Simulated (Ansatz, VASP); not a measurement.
**Two plane-wave programs on InSe**

INCAR

```
PREC = Accurate
ENCUT = 520
EDIFF = 1E-7
ISMEAR = 0
SIGMA = 0.02
LREAL = F
LASPH = T
NELM = 60
ALGO = Normal
ISIF = 2
LWAVE = F
LCHARG = F
LDIPOL = T
IDIPOL = 3
DIPOL = 0.5 0.5 0.500
GGA = PE
IVDW = 12
NBANDS = 27
```

KPOINTS

```
regular mesh
0
Gamma
  9 9 1
```

POSCAR

```
InSe
1.0
    4.0270000000      0.0000000000      0.0000000000
   -2.0135000000      3.4874843010      0.0000000000
    0.0000000000      0.0000000000     36.7199571806
Se In
2 2
Direct
    0.0000000000      0.0000000000      0.4298335320
    0.0000000000      0.0000000000      0.5701387065
    0.6666666667      0.3333333333      0.4635837234
    0.6666666667      0.3333333333      0.5363885708
```

Input for Ansatz:

```yaml
crystal:
  lattice:
    - [4.027, 0.0, 0.0]
    - [-2.0135, 3.487484301, 0.0]
    - [0.0, 0.0, 36.7199571806]
  atoms:
    - { symbol: Se, position: [0.0, 0.0, 0.429833532] }
    - { symbol: In, position: [0.6666666667, 0.3333333333, 0.4635837234] }
    - { symbol: In, position: [0.6666666667, 0.3333333333, 0.5363885708] }
    - { symbol: Se, position: [0.0, 0.0, 0.5701387065] }
  periodic: [true, true, false]
basis:
  ecutwfc: 420
kpoints:
  mp_grid: { grid: [9, 9, 1] }
hamiltonian:
  xc: pbe
  pseudopotentials: { kind: paw, azcp: { folder: soft_1 } }
  dispersion: d3bj
scf:
  occupations: { method: gaussian, width: 0.02 }
output:
  forces: true
  stress: true
  eigenvalues: true
  write_density: true
  write_potential: true
  elf: true
  volumetric_format: npy
```

Alike in both runs: task single point; functional PBE; dispersion D3(BJ); k mesh 9 × 9 × 1; occupations gaussian, width 0.02 eV; no spin polarisation.

|  | VASP | Ansatz |
| --- | --- | --- |
| version | VASP 6.6.1 | Ansatz 0.2.0 |
| potentials or method | VASP PAW PBE potentials, release 64 (Se, In_d), cutoff 520 eV | scalar-relativistic, plane waves, PAW |
| valence electrons in the cell | 38 | 58 |

```tsv
	VASP	Ansatz	Ansatz less VASP
gap on the k mesh at the Fermi level (eV)	1.54	1.55	+0.012
least direct gap on the mesh (eV)	1.61	1.63	+0.011
rms of the force components (eV/Å)	0.228	0.228	-0.0003
```

VASP's potentials hold 38 valence electrons a cell and Ansatz's 58, so a difference there can come from the potentials and not from the codes. Ansatz's warnings: structure snapped to symmetry.
